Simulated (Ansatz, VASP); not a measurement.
Two plane-wave programs on Si2Ge3

The input INCAR:

```
  PREC = Accurate
  ENCUT = 600
  EDIFF = 1E-6
  ISMEAR = 0
  SIGMA = 0.1
  LREAL = False
  LASPH = True
  NELM = 60
  ALGO = Normal
  ISIF = 3
  LWAVE = False
  LCHARG = False
  GGA = PE
  IBRION = 2
  NSW = 90
  EDIFFG = -0.04
```

KPOINTS

```
Automatic mesh
0
Gamma
  6 6 4
```

POSCAR

```
Si2Ge3
1.0
    4.2661856100      0.0000000000      0.0000000000
   -2.1330928000      3.6946251200      0.0000000000
    0.0000000000      0.0000000000      5.4404742300
Si Ge
2 3
Direct
    0.3333333300      0.6666666700      0.1991098700
    0.6666666700      0.3333333300      0.8008901300
    0.3333333300      0.6666666700      0.6736396600
    0.6666666700      0.3333333300      0.3263603400
    0.0000000000      0.0000000000      0.0000000000
```

Input for Ansatz:

```yaml
crystal:
  lattice:
    - [4.26618561, 0.0, 0.0]
    - [-2.1330928, 3.69462512, 0.0]
    - [0.0, 0.0, 5.44047423]
  atoms:
    - { symbol: Si, position: [0.33333333, 0.66666667, 0.19910987] }
    - { symbol: Si, position: [0.66666667, 0.33333333, 0.80089013] }
    - { symbol: Ge, position: [0.33333333, 0.66666667, 0.67363966] }
    - { symbol: Ge, position: [0.66666667, 0.33333333, 0.32636034] }
    - { symbol: Ge, position: [0.0, 0.0, 0.0] }
basis:
  ecutwfc: 420
kpoints:
  mp_grid: { grid: [6, 6, 4] }
hamiltonian:
  xc: pbe
scf:
  occupations: { method: gaussian, width: 0.1 }
  lower_state_search: "off"
output:
  forces: true
  stress: true
  eigenvalues: true
relax:
  adjacent_minimum: "off"
  f_tol: 0.04
  max_steps: 70
  cell: { stress_tol: 0.4 }
```

Change from the starting cell: species swapped into the Si2Rh3 type (P-3m1, No. 164).

Alike in both runs: task relaxation of cell and atoms; functional PBE; k mesh 6 × 6 × 4; occupations gaussian, width 0.1 eV; no spin polarisation.

```csv
,VASP,Ansatz
version,VASP 6.6.1,Ansatz 0.2.0
potentials or method,"VASP PAW PBE potentials, release 64 (Si, Ge_d), cutoff 600 eV","scalar-relativistic, plane waves, PAW"
valence electrons in the cell,50,50
```

|  | VASP | Ansatz | Ansatz less VASP |
| --- | --- | --- | --- |
| gap on the k mesh at the Fermi level, each at its own relaxed structure (eV) | none | none | - |
| relaxed volume (Å³/atom) | 19.38 | 19.39 | +0.012 |
| relaxed cell length with the largest relative difference (Å) | 6.777 | 6.786 | +0.0091 |

A gap of «none» marks a metal or a gap that the smearing closes.
